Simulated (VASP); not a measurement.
Write the native input for VASP 6.6.1 that does the following.

```yaml
Task: single point
Functional: HSE06
Potentials_or_basis: VASP PAW PBE potentials, release 64 (Ga_d, P)
Cutoff: 520 eV
k_mesh: 6 × 6 × 6
Occupations: gaussian, width 0.01 eV
Spin: no spin polarisation
Dipole_correction: no
Grid_for_exact_exchange_PRECFOCK: Normal
Further_INCAR_settings: ALGO = Normal; EDIFF = 1e-06; NBANDS = 16
Share_of_exact_exchange: 0.25
Screening_parameter: 0.2079 1/Å
```

The system is GaP.

```
Ga P
1.0
     0.00000    2.72540    2.83442
     2.72540    0.00000    2.83442
     2.72540    2.72540    0.00000
Ga P
1 1
Direct
  0.00000 0.00000 0.00000
  0.25000 0.25000 0.25000
```

This cell differs from its parent crystal: uniaxial z strain +4.0%.

The input as run:

POSCAR

```
GaP
1.0
    0.0000000000      2.7253992874      2.8344152589
    2.7253992874      0.0000000000      2.8344152589
    2.7253992874      2.7253992874      0.0000000000
Ga P
1 1
Direct
    0.0000000000      0.0000000000      0.0000000000
    0.2500000000      0.2500000000      0.2500000000
```

INCAR.step1

```
  ALGO = Normal
  EDIFF = 1E-5
  ENCUT = 520
  GGA = PE
  ISIF = 2
  ISMEAR = 0
  LASPH = T
  LREAL = F
  LWAVE = T
  NBANDS = 16
  NELM = 100
  PREC = Accurate
  SIGMA = 0.01
```

INCAR.step2

```
  ALGO = Normal
  EDIFF = 1E-6
  ENCUT = 520
  GGA = PE
  HFSCREEN = 0.2079
  ISIF = 2
  ISMEAR = 0
  ISTART = 1
  LASPH = T
  LCHARG = T
  LELF = T
  LHFCALC = T
  LREAL = F
  LVHAR = T
  LWAVE = F
  NBANDS = 16
  NELM = 100
  PREC = Accurate
  PRECFOCK = Normal
  SIGMA = 0.01
```

KPOINTS

```
k-points
0
Gamma
  6 6 6
```

Potentials or basis: VASP PAW PBE potentials, release 64 (Ga_d, P).

Launch:

```sh
$ cat potpaw_PBE.64/Ga_d/POTCAR potpaw_PBE.64/P/POTCAR > POTCAR
$ cp INCAR.step1 INCAR
$ mpirun -np 1 vasp_std > vasp.out
$ cp INCAR.step2 INCAR
$ mpirun -np 1 vasp_std > vasp.out
```

Results of the run:

```json
{
  "Pressure": "-2.7 GPa",
  "Band gap on the k mesh": "2.20 eV (least direct gap 2.34 eV)"
}
```

Caveat: the cell differs from its parent crystal (uniaxial z strain +4.0%); the PAW data sets were made with another functional, which shifts forces and pressure a little.

Run time: 2.7 h on 1 thread of Oxide Virtual Turin-like Processor (shared host), peak memory 0.27 GiB.
